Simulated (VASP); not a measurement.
Here is a VASP 6.6.1 calculation.

POSCAR

```
NbP2
1.0
    0.0000000000      3.0160596600      3.0160596600
    3.0160596600      0.0000000000      3.0160596600
    3.0160596600      3.0160596600      0.0000000000
Nb P
1 2
Direct
    0.0000000000      0.0000000000      0.0000000000
    0.2500000000      0.2500000000      0.2500000000
    0.7500000000      0.7500000000      0.7500000000
```

File INCAR.step1:

```
SYSTEM = NbP2
PREC     = Accurate       ! precision mode
ENCUT    = 520            ! plane-wave cutoff, eV
ISMEAR   = 0              ! smearing method
SIGMA    = 0.1            ! smearing width, eV
LREAL    = .False.        ! projectors in reciprocal space
LASPH    = .True.         ! aspherical terms in the spheres
NELM     = 100            ! most SCF steps
NBANDS   = 18             ! bands
GGA      = PE             ! functional
ALGO     = Normal         ! electronic algorithm
EDIFF    = 1E-4           ! SCF threshold, eV
LWAVE    = .True.         ! write WAVECAR
LCHARG   = .False.        ! write CHGCAR
```

File INCAR.step2:

```
SYSTEM = NbP2
PREC     = Accurate       ! precision mode
ENCUT    = 520            ! plane-wave cutoff, eV
EDIFF    = 1E-7           ! SCF threshold, eV
ISMEAR   = 0              ! smearing method
SIGMA    = 0.1            ! smearing width, eV
LREAL    = .False.        ! projectors in reciprocal space
LASPH    = .True.         ! aspherical terms in the spheres
NELM     = 100            ! most SCF steps
ALGO     = Normal         ! electronic algorithm
ISIF     = 2              ! what is computed and relaxed
LWAVE    = .False.        ! write WAVECAR
LCHARG   = .False.        ! write CHGCAR
METAGGA  = R2SCAN         ! meta-GGA
LMIXTAU  = .True.       
NBANDS   = 18             ! bands
ISTART   = 1
```

The input KPOINTS:

```
regular mesh
0
Gamma
  6 6 6
  0 0 0
```

Potentials or basis: VASP PAW PBE potentials, release 64 (Nb_sv, P).

The run is started by

```bash
$ cat potpaw_PBE.64/Nb_sv/POTCAR potpaw_PBE.64/P/POTCAR > POTCAR
$ cp INCAR.step1 INCAR
$ mpirun -np 1 vasp_std > vasp.out
$ cp INCAR.step2 INCAR
$ mpirun -np 1 vasp_std > vasp.out
```

**Question.** Estimate the pressure.

**Answer.** -0.6 GPa.

**Question.** What does it give for the band gap on the k mesh?

**Answer.** Zero (an odd number of electrons rules out a gap without spin polarisation).

Caveat: the PAW data sets were made with another functional, which shifts forces and pressure a little.
